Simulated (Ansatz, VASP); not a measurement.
Ga5N2: VASP beside Ansatz

```
Ga N
1.0
     5.72988    0.00000    0.00000
    -2.86494    4.96222    0.00000
     0.00000    0.00000    4.72446
Ga N
5 2
Direct
  0.50000 0.00000 0.00000
  0.00000 0.50000 0.00000
  0.50000 0.50000 0.00000
  0.33333 0.66667 0.50000
  0.66667 0.33333 0.50000
  0.00000 0.00000 0.61818
  0.00000 0.00000 0.38182
```

Alike in both runs: functional PBE; k mesh 12 × 12 × 8; occupations gaussian, width 0.1 eV; no spin polarisation.

Ansatz relaxed the structure, and its values are those at the end. VASP's run is a single point on that final structure, the one shown.

|  | VASP | Ansatz |
| --- | --- | --- |
| version | VASP 6.6.1 | Ansatz 0.2.0 |
| potentials or method | VASP PAW PBE potentials, release 64 (Ga_d, N), cutoff 520 eV | scalar-relativistic, plane waves, PAW |
| valence electrons in the cell | 75 | 75 |

VASP gave:

- gap on the k mesh at the Fermi level (eV): none
- pressure (GPa): 0.7
- rms of the force components (eV/Å): 0.445

What did Ansatz give for the same quantities?

gap on the k mesh at the Fermi level (eV): none; pressure (GPa): 0.0; rms of the force components (eV/Å): 0.002.

A gap of «none» marks a metal or a gap that the smearing closes. One of these differences is far larger than is usual between the two programs; its cause wasn't traced.

Noted on VASP's run: the standard files for N, O and F lose accuracy on very short bonds.
